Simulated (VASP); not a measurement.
Input of a VASP 6.6.1 run:

File POSCAR:

```
As
1.0
    1.8424025153      1.0637115881      3.4423263150
   -1.8424025153      1.0637115881      3.4423263150
    0.0000000000     -2.1274231763      3.4423263150
As
2
Direct
    0.2260000000      0.2260000000      0.2260000000
    0.7740000000      0.7740000000      0.7740000000
```

The input INCAR.step1:

```
SYSTEM = As
PREC     = Accurate       ! precision mode
ENCUT    = 520            ! plane-wave cutoff, eV
EDIFF    = 1E-5           ! SCF threshold, eV
ISMEAR   = -1             ! smearing method
SIGMA    = 0.05           ! smearing width, eV
LREAL    = .FALSE.        ! projectors in reciprocal space
LASPH    = .TRUE.         ! aspherical terms in the spheres
NELM     = 80             ! most SCF steps
ALGO     = Normal         ! electronic algorithm
ISIF     = 2              ! what is computed and relaxed
LWAVE    = .TRUE.         ! write WAVECAR
LCHARG   = .FALSE.        ! write CHGCAR
GGA      = PE             ! functional
NBANDS   = 12             ! bands
```

File INCAR.step2:

```
SYSTEM = As
PREC     = Accurate       ! precision mode
ENCUT    = 520            ! plane-wave cutoff, eV
EDIFF    = 1E-6           ! SCF threshold, eV
ISMEAR   = -1             ! smearing method
SIGMA    = 0.05           ! smearing width, eV
LREAL    = .FALSE.        ! projectors in reciprocal space
LASPH    = .TRUE.         ! aspherical terms in the spheres
NELM     = 80             ! most SCF steps
ALGO     = Normal         ! electronic algorithm
ISIF     = 2              ! what is computed and relaxed
LWAVE    = .FALSE.        ! write WAVECAR
LCHARG   = .FALSE.        ! write CHGCAR
GGA      = PE             ! functional
LHFCALC  = .TRUE.         ! exact exchange
AEXX     = 0.25           ! exact-exchange fraction
PRECFOCK = Normal       
ISTART   = 1            
NBANDS   = 12             ! bands
```

The input KPOINTS:

```
regular mesh
0
G
  4 4 4
  0 0 0
```

Potentials or basis: VASP PAW PBE potentials, release 64 (As).

Run with:

```console
$ cat potpaw_PBE.64/As/POTCAR > POTCAR
$ cp INCAR.step1 INCAR
$ mpirun -np 1 vasp_std > vasp.out
$ cp INCAR.step2 INCAR
$ mpirun -np 1 vasp_std > vasp.out
```

(1) What does it give for the pressure?

(2) What does it give for the largest force?

(3) Predict the band gap on the k mesh.

Answers

(1) 6.5 GPa.

(2) 0.247 eV/Å.

(3) 0.87 eV, indirect (least direct gap 1.11 eV).

Caveat: the k points lie up to 0.52 Å⁻¹ apart; the PAW data sets were made with another functional, which shifts forces and pressure a little.
